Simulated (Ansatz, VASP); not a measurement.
# TiN in VASP and in Ansatz

```
CELL_PARAMETERS angstrom
0.00000 2.09332 2.09332
2.09332 0.00000 2.09332
2.09332 2.09332 0.00000
ATOMIC_POSITIONS crystal
Ti 0.00000 0.00000 0.00000
N 0.50000 0.50000 0.50000
```

Change from the starting cell: volume scaled by 0.96.

Alike in both runs: task single point; functional PBEsol; k mesh 13 × 13 × 13; occupations fermi-dirac, width 0.05 eV; no spin polarisation.

```csv
,VASP,Ansatz
version,VASP 6.6.1,Ansatz 0.2.0
potentials or method,"VASP PAW PBE potentials, release 64 (Ti_sv, N), cutoff 600 eV","all-electron LAPW, scalar-relativistic"
```

|  | VASP | Ansatz | Ansatz less VASP |
| --- | --- | --- | --- |
| pressure (GPa) | 4.1 | 3.8 | -0.34 |

VASP's potentials were made for PBE, not for PBEsol. Ansatz ran all-electron here, and VASP with PAW potentials.
